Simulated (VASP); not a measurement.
Here is a VASP 6.6.1 calculation.

Contents of INCAR:

```
SYSTEM = BaS
PREC = Accurate ; ENCUT = 500
EDIFF = 1E-6 ; ISMEAR = -1
SIGMA = 0.0605 ; LREAL = .False.
LASPH = .True. ; NELM = 120
ALGO = Normal ; ISIF = 2
LWAVE = .False. ; LCHARG = .True.
GGA = LIBXC ; LIBXC1 = LDA_X
LIBXC2 = GGA_C_PBE ; LELF = .True.
LVHAR = .True. ; NBANDS = 15
GGA_COMPAT = .False.
```

The input KPOINTS:

```
regular mesh
0
Gamma
  7 7 7
  0 0 0
```

Contents of POSCAR:

```
BaS
1.0
    0.0000000000      3.1993096500      3.1993096500
    3.1993096500      0.0000000000      3.1993096500
    3.1993096500      3.1993096500      0.0000000000
S Ba
1 1
Direct
    0.5000000000      0.5000000000      0.5000000000
    0.0000000000      0.0000000000      0.0000000000
```

Potentials or basis: VASP PAW PBE potentials, release 64 (S, Ba_sv).

Command:

```sh
$ cat potpaw_PBE.64/S/POTCAR potpaw_PBE.64/Ba_sv/POTCAR > POTCAR
$ mpirun -np 1 vasp_std > vasp.out
```

(1) What does it give for the pressure?

(2) What does it give for the band gap on the k mesh?

## Answers

(1) -5.9 GPa.

(2) 1.72 eV (least direct gap 1.88 eV).

Caveat: the cell stands under tension; the PAW data sets were made with another functional, which shifts forces and pressure a little; spin-orbit coupling is left out, which moves the levels of the heavy elements; an odd mesh through Γ misses points on the zone boundary, where band edges can lie.
